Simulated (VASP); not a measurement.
# Hf5C3: relaxation of cell and atoms with PBE

The system is Hf5C3.

```
Hf C
1.0
     3.08350    0.00000    0.00000
     0.00000    3.08350    0.00000
     0.00000    0.00000   14.40894
Hf C
5 3
Direct
  0.00000 0.00000 0.81712
  0.00000 0.00000 0.18288
  0.00000 0.00000 0.40909
  0.00000 0.00000 0.59091
  0.50000 0.50000 0.00000
  0.50000 0.50000 0.15451
  0.50000 0.50000 0.50000
  0.50000 0.50000 0.84549
```

```
Program                : VASP 6.6.1
Task                   : relaxation of cell and atoms
Functional             : PBE
Potentials or basis    : VASP PAW PBE potentials, release 64 (Hf_pv, C)
Cutoff                 : 600 eV
k mesh                 : 10 × 10 × 2
Occupations            : gaussian, width 0.1 eV
Spin                   : no spin polarisation
Dipole correction      : no
Further INCAR settings : ALGO = Normal; EDIFF = 1e-06; IBRION = 2; EDIFFG = -0.01; NSW = 100; ISIF = 3
```

The relaxed volume is 17.07 Å³/atom. The relaxed cell is a = 3.080 Å, b = 3.080 Å, c = 14.398 Å, α = 90.00°, β = 90.00°, γ = 90.00°, the space group after relaxing (to 0.05 Å) is P4/mmm (No. 123) and the energy gained by relaxing is 0.2 meV/atom. The ionic steps are 6. The pressure after relaxing is 0.0 GPa, the largest force after relaxing is 0.005 eV/Å and the band gap on the k mesh is zero (band 31 reaches 5.46 eV, above the bottom of band 32 at 4.26 eV).

Forces in eV/Å, atoms in the order of the input:
```
Hf   0.000  0.000 -0.002
Hf   0.000  0.000  0.002
Hf   0.000  0.000  0.000
Hf   0.000  0.000  0.000
Hf   0.000  0.000  0.000
C    0.000  0.000 -0.005
C    0.000  0.000  0.000
C    0.000  0.000  0.005
```

Step by step:
| step | energy change (eV) | largest force (eV/Å) | pressure (GPa) | volume (Å³) |
| --- | --- | --- | --- | --- |
| 1 | 0.0000 | 0.1446 | -0.58 | 137.00 |
| 2 | 0.0012 | 0.1445 | 0.93 | 135.77 |
| 3 | -0.0014 | 0.0271 | 0.05 | 136.48 |
| 4 | -0.0015 | 0.0138 | 0.00 | 136.53 |
| 5 | -0.0015 | 0.0107 | -0.01 | 136.55 |
| 6 | -0.0015 | 0.0048 | -0.02 | 136.55 |

Final structure:
```xyz
8
Lattice="3.0796 0.0000 0.0000 0.0000 3.0796 0.0000 0.0000 0.0000 14.3985" Properties=species:S:1:pos:R:3 pbc="T T T"
Hf    0.0000    0.0000   11.7630
Hf    0.0000    0.0000    2.6355
Hf    0.0000    0.0000    5.8948
Hf    0.0000    3.0796    8.5037
Hf    1.5398    1.5398   14.3985
C     1.5398    1.5398    2.2227
C     1.5398    1.5398    7.1992
C     1.5398    1.5398   12.1757
```

Levels at points of the mesh, in eV from the Fermi level:
| k point | band 27 | band 28 | band 29 | band 30 | band 31 | band 32 | band 33 | band 34 | band 35 | band 36 |
| --- | --- | --- | --- | --- | --- | --- | --- | --- | --- | --- |
| (0.00, 0.00, 0.00) | -1.06 | -1.06 | -1.03 | -0.98 | -0.53 | -0.35 | -0.35 | -0.20 | 0.26 | 0.26 |
| (0.50, 0.00, 0.00) | -1.46 | -1.23 | -1.21 | -0.88 | -0.73 | -0.48 | 0.04 | 0.60 | 0.86 | 1.17 |
| (0.50, 0.50, 0.00) | -2.43 | -0.53 | -0.50 | 0.61 | 0.61 | 0.86 | 0.86 | 1.33 | 1.75 | 2.70 |
| (0.00, 0.00, 0.50) | -1.06 | -1.06 | -0.97 | -0.97 | -0.59 | -0.35 | -0.35 | -0.17 | 0.26 | 0.26 |
| (0.50, 0.00, 0.50) | -1.47 | -1.23 | -1.14 | -0.92 | -0.39 | -0.39 | -0.22 | 0.21 | 1.03 | 1.19 |
| (0.50, 0.50, 0.50) | -2.42 | -0.65 | -0.58 | 0.61 | 0.61 | 0.86 | 0.86 | 1.81 | 2.04 | 2.75 |

Run time: 24 min on 1 thread of Oxide Virtual Turin-like Processor, on a shared host, peak memory 0.41 GiB.

Caveat: spin-orbit coupling is left out, which moves the levels of the heavy elements.
